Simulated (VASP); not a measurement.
A run of VASP 6.6.1:

POSCAR

```
Al
1.0
   -0.0204552100      1.9706540500      2.0438328400
    2.0026569100      0.0099662700      2.0134113600
    2.0592944800      1.9968701300     -0.0466712900
Al
1
Direct
    0.0000000000      0.0000000000      0.0000000000
```

The input INCAR.step1:

```
ALGO = Normal ; EDIFF = 1E-5
ENCUT = 600 ; GGA = PE
ISMEAR = -1 ; LASPH = True
LCHARG = False ; LREAL = False
LWAVE = True ; NBANDS = 8
NELM = 60 ; PREC = Accurate
SIGMA = 0.05
```

INCAR.step2

```
AEXX = 0.25 ; ALGO = Normal
EDIFF = 1E-6 ; EDIFFG = -0.01
ENCUT = 600 ; GGA = PE
HFSCREEN = 0.3 ; IBRION = 2
ISIF = 3 ; ISMEAR = -1
ISTART = 1 ; LASPH = True
LCHARG = False ; LHFCALC = True
LREAL = False ; LWAVE = False
NELM = 60 ; NSW = 60
PREC = Accurate ; PRECFOCK = Normal
SIGMA = 0.05
```

The input KPOINTS:

```
k-points
0
Gamma
  6 6 6
```

Potentials or basis: VASP PAW PBE potentials, release 64 (Al).

Run with:

```console
$ cat potpaw_PBE.64/Al/POTCAR > POTCAR
$ cp INCAR.step1 INCAR
$ mpirun -np 1 vasp_std > vasp.out
$ cp INCAR.step2 INCAR
$ mpirun -np 1 vasp_std > vasp.out
```

Hardware: 1 thread of Intel(R) Xeon(R) 6975P-C (Granite Rapids) (shared host).

Q: How long does it take, and how much memory?

A: Run time: 31 min on 1 thread of Intel(R) Xeon(R) 6975P-C (Granite Rapids) (shared host), peak memory 0.24 GiB. Counts: k points 112, ion steps 11.
